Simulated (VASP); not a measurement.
# SiF (P1) in VASP: relaxation of cell and atoms with PBE

Aim: the relaxation of cell and atoms of SiF with PBE.

Everything below comes from runs of VASP 6.6.1. Logs are shortened: lines on timing, memory, paths and dates and some standing lists are left out, and cuts for length are marked.

### Step 1. The cell of the first run

The typed cell holds 8 atoms: a = 3.970 Å, b = 6.919 Å, c = 6.813 Å, α = 100.59°, β = 89.05°, γ = 109.29°.

### Step 2. Relaxation of cell and atoms, PBE

Input file INCAR:

```
PREC = Accurate
ENCUT = 600
EDIFF = 1E-6
ISMEAR = 0
SIGMA = 0.1
LREAL = F
LASPH = T
NELM = 60
ALGO = Normal
ISIF = 3
LWAVE = F
LCHARG = F
GGA = PE
IBRION = 2
NSW = 80
EDIFFG = -0.025
```

Input file KPOINTS:

```
regular mesh
0
Gamma
  4 4 2
```

Input file POSCAR:

```
SiF
1.0
   -1.9560487450     -3.4530063777      0.0879160795
    0.0257228829      2.4481147175     -6.4713739813
    5.8717954753     -3.4551132675      0.0547026069
Si F
4 4
Direct
    0.7212626102      0.4396397436      0.9122575047
    0.2108305627      0.4525984520      0.3981410145
    0.7991597618      0.5684405273      0.5882868677
    0.2827189934      0.5549463257      0.0974753316
    0.6045510500      0.1738801744      0.8648981184
    0.0840098127      0.1903996408      0.3673427972
    0.8955994843      0.8005262624      0.6347894687
    0.4018677249      0.8195688738      0.1368088972
```

Potentials or basis: VASP PAW PBE potentials, release 64 (Si, F).

Run with:

```
$ cat potpaw_PBE.64/Si/POTCAR potpaw_PBE.64/F/POTCAR > POTCAR
$ mpirun -np 1 vasp_std > vasp.out
```

OUTCAR:

```text
PREC = Accurate
   ENCUT = 600
   EDIFF = 1E-6
   ISMEAR = 0
   LREAL = F
   LASPH = T
   NELM = 60
   ISIF = 3
   GGA = PE
   IBRION = 2
   NSW = 80
   EDIFFG = -0.025

 ion  position               nearest neighbor table
   1  0.721  0.440  0.912-   5 1.71   4 2.39   4 2.40   3 2.51
   2  0.211  0.453  0.398-   6 1.69   4 2.27   3 2.32   3 2.50
   3  0.799  0.568  0.588-   7 1.50   2 2.32   2 2.50   1 2.51
   4  0.283  0.555  0.097-   8 1.70   2 2.27   1 2.39   1 2.40
   5  0.605  0.174  0.865-   1 1.71
   6  0.084  0.190  0.367-   2 1.69
   7  0.896  0.801  0.635-   3 1.50
   8  0.402  0.820  0.137-   4 1.70

  LATTYP: Found a triclinic cell.
 ALAT       =    10.5473453975
 B/A-ratio  =     1.1472327983
 C/A-ratio  =     1.4654444697
 COS(alpha) =     0.0008303691
 COS(beta)  =     0.5495895628
 COS(gamma) =     0.8312527225

  Lattice vectors:

 A1 = (  -1.9596979853,  10.3611260229,  -0.2305347659)
 A2 = (  -3.8900238474,   9.3562343627,  -6.6139926677)
 A3 = (  -0.0550950061,   8.9179029656,  12.6242971172)

Analysis of symmetry for initial positions (statically):
=====================================================================
 Subroutine PRICEL returns:
 Original cell was already a primitive cell.

 Routine SETGRP: Setting up the symmetry group for a
 triclinic supercell.

 Subroutine GETGRP returns: Found  1 space group operations
 (whereof  1 operations were pure point group operations)
 out of a pool of  2 trial point group operations.

The static configuration has the point symmetry C_1 .

Analysis of symmetry for dynamics (positions and initial velocities):
=====================================================================
 Subroutine PRICEL returns:
 Original cell was already a primitive cell.

 Routine SETGRP: Setting up the symmetry group for a
 triclinic supercell.

 Subroutine GETGRP returns: Found  1 space group operations
 (whereof  1 operations were pure point group operations)
 out of a pool of  2 trial point group operations.

The dynamic configuration has the point symmetry C_1 .

 Subroutine INISYM returns: Found  1 space group operations
 (whereof  1 operations are pure point group operations),
 and found     1 'primitive' translations

----------------------------------------------------------------------------------------

                                     Primitive cell

  volume of cell :     173.4166
[... 97 lines left out ...]
   LREAL  =      F    real-space projection
   EDIFFG = -.3E-01   stopping-criterion for IOM
   NSW    =     80    number of steps for IOM
   IBRION =      2    ionic relax: 0-MD 1-quasi-New 2-CG
   NFREE  =      1    steps in history (QN), initial steepest desc. (CG)
   ISIF   =      3    stress and relaxation
   ISYM   =      2    0-nonsym 1-usesym 2-fastsym
   POTIM  = 0.5000    time-step for ionic-motion
   TEBEG  =    0.0;   TEEND  =   0.0 temperature during run
   PSTRESS=    0.0 pullay stress
   NELECT =      44.0000    total number of electrons
   NUPDOWN=      -1.0000    fix difference up-down
   EMIN   =  10.00;   EMAX   =-10.00  energy-range for DOS
   EFERMI =   0.00;   METHOD = LEGACY
   ISMEAR =     0;   SIGMA  =   0.10  broadening in eV -4-tet -1-fermi 0-gaus
   EFERMI_NEDOS =   21; number of points for ismear=-14 and -15
   IALGO  =     38    algorithm
   IMIX   =      4    mixing-type and parameters
     AMIX     =   0.40;   BMIX     =  1.00
     AMIX_MAG =   1.60;   BMIX_MAG =  1.00
  volume/ion in A,a.u.               =      21.68       146.28
  Fermi-wavevector in a.u.,A,eV,Ry     =   1.036403  1.958518 14.614453  1.074132
  Thomas-Fermi vector in A             =   2.170792
   LORBIT       =      0    0 simple, 1 ext, 2 COOP (PROOUT), +10 PAW based schemes
   GGA     = PE    functional components
   LHFCALC =     F    Hartree Fock is set to
   AEXX    =    0.0000 exact exchange contribution
   IVDW    =     0    specifies the selected vdW correction
   LEPSILON=     F    determine dielectric tensor
   LRPA    =     F    only Hartree local field effects (RPA)
 conjugate gradient relaxation of ions
 non-spin polarized calculation
 Gauss-broadening in eV      SIGMA  =   0.10
  energy-cutoff  :      600.00
  volume of cell :      173.42
 maximum number of plane-waves:      5820
   NGX = 15   NGY = 27   NGZ = 27

--------------------------------------- Ionic step        1  -------------------------------------------

 number of electron      44.0000004 magnetization

 Free energy of the ion-electron system (eV)
  ---------------------------------------------------
  ext. energy  EPLUGINS =         0.00000000
  ---------------------------------------------------
  free energy    TOTEN  =       -41.62504542 eV

  energy without entropy =      -41.62357703  energy(sigma->0) =      -41.62431123

------------------------ aborting loop because EDIFF is reached ----------------------------------------

  FORCE on cell =-STRESS in cart. coord.  units (eV):
  Direction    XX          YY          ZZ          XY          YZ          ZX
  --------------------------------------------------------------------------------------
  -------------------------------------------------------------------------------------
  Total        1.6665647     -0.9766651     -0.2594431      0.2443313      0.6473334     -0.4014264
  in kB       15.3972112     -9.0233031     -2.3969671      2.2573500      5.9806435     -3.7087356
  external PRESSURE =       1.3256470 kB  Pullay stress =       0.0000000 kB
[... 107 lines left out ...]
  FREE ENERGIE OF THE ION-ELECTRON SYSTEM (eV)
  ---------------------------------------------------
  free  energy   TOTEN  =       -42.2097591370 eV

  energy  without entropy=      -42.2097297909  energy(sigma->0) =      -42.20974446

[... ionic steps 4 to 44 ...]

--------------------------------------- Ionic step       45  -------------------------------------------

 number of electron      43.9999995 magnetization

------------------------ aborting loop because EDIFF is reached ----------------------------------------
[... 79 lines left out ...]
--------------------------------------- Ionic step       47  -------------------------------------------

 number of electron      43.9999994 magnetization

 Free energy of the ion-electron system (eV)
  ---------------------------------------------------
  ext. energy  EPLUGINS =         0.00000000
  ---------------------------------------------------
  free energy    TOTEN  =       -42.38675127 eV

  energy without entropy =      -42.38674347  energy(sigma->0) =      -42.38674737

 E-fermi :   1.3523     XC(G=0):  -7.5752

 val. band max:        1.0884992455   @ k =   0.0000   0.5000  -0.0000
 cond. band min:       1.6005595082   @ k =   0.0000   0.5000  -0.0000
 fundamental gap:      0.5120602627
 Fermi energy:         1.3523233815

 k-point     1 :       0.0000    0.0000    0.0000
  band No.  band energies     occupation
      1     -23.3130      2.00000
      2     -23.2578      2.00000
      3     -23.2449      2.00000
      4     -23.2254      2.00000
      5      -9.1629      2.00000
      6      -7.5723      2.00000
[... 624 lines left out ...]
  FREE ENERGIE OF THE ION-ELECTRON SYSTEM (eV)
  ---------------------------------------------------
  free  energy   TOTEN  =       -42.3867512661 eV

  energy  without entropy=      -42.3867434711  energy(sigma->0) =      -42.38674737

 reached required accuracy - stopping structural energy minimisation
```

OSZICAR:

```text
N       E                     dE             d eps       ncg     rms          rms(c)
DAV:   1     0.311896908604E+03    0.31190E+03   -0.22633E+04  1080   0.157E+03
DAV:   2    -0.153060946098E+02   -0.32720E+03   -0.31951E+03  1352   0.314E+02
[... 399 lines left out ...]
       N       E                     dE             d eps       ncg     rms          rms(c)
DAV:   1    -0.423868376520E+02   -0.28462E-03   -0.17614E-01  1080   0.332E+00    0.195E-01
DAV:   2    -0.423868913306E+02   -0.53679E-04   -0.51131E-03  1137   0.519E-01    0.887E-02
DAV:   3    -0.423867903532E+02    0.10098E-03   -0.92991E-05  1338   0.101E-01    0.482E-02
DAV:   4    -0.423867509997E+02    0.39353E-04   -0.12078E-04  1270   0.961E-02    0.106E-02
DAV:   5    -0.423867512054E+02   -0.20570E-06   -0.26612E-05  1234   0.363E-02    0.629E-03
DAV:   6    -0.423867512661E+02   -0.60676E-07   -0.81977E-07   683   0.657E-03
  47 F= -.42386751E+02 E0= -.42386747E+02  d E =-.197967E-03
```

Wall time 20 min (1 thread of Intel Xeon 6975P-C (Granite Rapids), shared host); peak memory 0.35 GiB.

What came out:

| Property | Result |
| --- | --- |
| Free energy | -42.3868 eV |
| Relaxed volume | 20.96 Å³/atom |
| Relaxed cell | a = 3.975 Å, b = 6.579 Å, c = 6.839 Å, α = 100.11°, β = 90.15°, γ = 107.49° |
| Space group after relaxing (to 0.1 Å) | R-3m (No. 166) |
| Energy gained by relaxing | 95.2 meV/atom |
| Ionic steps | 47 |
| Pressure after relaxing | 0.0 GPa |
| Largest force after relaxing | 0.023 eV/Å |
| Band gap on the k mesh | 0.51 eV |

Forces in eV/Å, atoms in the order of the input:
```
Si   0.003 -0.014 -0.010
Si  -0.014 -0.005  0.005
Si  -0.007  0.011  0.016
Si   0.004  0.007 -0.002
F   -0.010 -0.011 -0.018
F    0.012 -0.002  0.006
F    0.007 -0.009  0.000
F    0.003  0.022  0.003
```

Stress tensor (GPa, compression positive):
```
-0.05 -0.01 -0.01
-0.01  0.08 -0.05
-0.01 -0.05 -0.11
```

The path:
```tsv
step	energy change (eV)	largest force (eV/Å)	pressure (GPa)	volume (Å³)
1	0.0000	5.9167	0.13	173.42
3	-0.5847	1.5900	-1.53	173.57
5	-0.4117	3.0677	4.27	169.11
7	-0.7225	0.5959	-0.09	171.65
9	-0.7430	0.1983	-0.04	171.60
11	-0.7493	0.2783	0.40	171.35
13	-0.7539	0.1940	-0.04	171.78
15	-0.7555	0.0637	-0.08	171.84
17	-0.7562	0.0812	-0.05	171.71
19	-0.7571	0.0747	-0.04	171.33
21	-0.7577	0.0582	-0.03	171.01
23	-0.7582	0.0401	0.04	170.74
25	-0.7588	0.0565	0.00	170.55
27	-0.7589	0.1621	0.02	170.01
29	-0.7597	0.0718	-0.06	170.19
31	-0.7601	0.0302	-0.06	169.87
33	-0.7602	0.0327	-0.03	169.69
35	-0.7602	0.1549	0.01	168.80
37	-0.7605	0.0748	0.02	169.27
39	-0.7608	0.0454	0.01	169.01
41	-0.7606	0.1212	0.09	167.88
43	-0.7612	0.0425	0.05	168.32
45	-0.7615	0.0307	-0.02	167.84
47	-0.7617	0.0230	-0.03	167.64
```

Final structure:
```xyz
8
Lattice="-1.9921 -3.4398 -0.0027 -0.0019 2.2911 -6.1671 5.9273 -3.4121 0.0109" Properties=species:S:1:pos:R:3 pbc="T T T"
Si    3.9417   -4.5613   -2.7201
Si    1.9771   -1.1348   -2.7363
Si    1.9677   -3.4239   -3.4333
Si   -0.0047   -0.0011   -3.4283
F     3.9383   -4.5560   -1.0858
F     1.9712   -1.1365   -1.1020
F     1.9630   -3.4197   -5.0671
F    -0.0211   -0.0102   -5.0627
```

Levels at points of the mesh, in eV from the valence-band top:
```
           k point  band 18  band 19  band 20  band 21  band 22  band 23  band 24  band 25  band 26  band 27
(0.00, 0.00, 0.00)    -4.52    -3.79    -1.15    -0.06    -0.03     0.82     1.66     3.65     3.70     3.85
(0.50, 0.00, 0.00)    -4.55    -3.68    -3.67    -2.12    -2.11     3.17     3.19     4.85     4.87     5.55
(0.00, 0.50, 0.00)    -4.74    -4.01    -1.19    -0.04     0.00     0.51     1.63     3.50     3.67     3.73
(0.50, 0.50, 0.00)    -4.55    -3.68    -3.67    -2.12    -2.11     3.17     3.19     4.85     4.88     5.54
(0.00, 0.00, 0.50)    -4.77    -2.44    -2.43    -0.74    -0.73     1.71     1.73     3.02     3.03     5.72
(0.50, 0.00, 0.50)    -4.52    -4.01    -3.78    -1.16    -1.09     1.67     1.73     3.82     3.90     4.57
(0.00, 0.50, 0.50)    -4.91    -2.50    -2.49    -0.75    -0.74     1.51     1.52     2.84     2.85     5.74
(0.50, 0.50, 0.50)    -4.52    -4.00    -3.78    -1.13    -1.12     1.69     1.71     3.83     3.89     4.58
```

Caveat: the k points lie up to 0.47 Å⁻¹ apart in the final cell; semilocal functionals underestimate gaps, and a narrow one can read as zero. A k mesh can miss the band edges.
